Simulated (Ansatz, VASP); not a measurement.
One calculation of ReP4Ru, two programs

```
Re P Ru
1.0
     0.00000    3.43950    3.43950
     3.43950    0.00000    3.43950
     3.43950    3.43950    0.00000
Re P Ru
1 4 1
Cartesian
  0.0000 0.0000 0.0000
  2.5817 4.2973 4.2973
  2.5817 2.5817 2.5817
  4.2973 2.5817 4.2973
  4.2973 4.2973 2.5817
  5.1593 5.1593 5.1593
```

Change from the starting cell: species swapped into the ScCu4Sn type (F-43m, No. 216).

Alike in both runs: functional PBE; k mesh 4 × 4 × 4; occupations gaussian, width 0.1 eV; no spin polarisation.

Ansatz relaxed the structure, and its values are those at the end. VASP's run is a single point on that final structure, the one shown.

|  | VASP | Ansatz |
| --- | --- | --- |
| version | VASP 6.6.1 | Ansatz 0.2.0 |
| potentials or method | VASP PAW PBE potentials, release 64 (Re, P, Ru_pv), cutoff 520 eV | scalar-relativistic, plane waves, PAW |
| valence electrons in the cell | 41 | 51 |

```tsv
	VASP	Ansatz	Ansatz less VASP
gap on the k mesh at the Fermi level (eV)	none	none	-
pressure (GPa)	-0.2	0.0	+0.16
rms of the force components (eV/Å)	0.004	0.004	+0.0001
```

A gap of «none» marks a metal or a gap that the smearing closes. With one functional, cell and mesh, what is left measures potentials, basis and numerics. VASP's potentials hold 41 valence electrons a cell and Ansatz's 51, so a difference there can come from the potentials and not from the codes.

The k mesh is coarse, so the values compare programs but aren't converged. Neither program's run includes spin-orbit coupling.
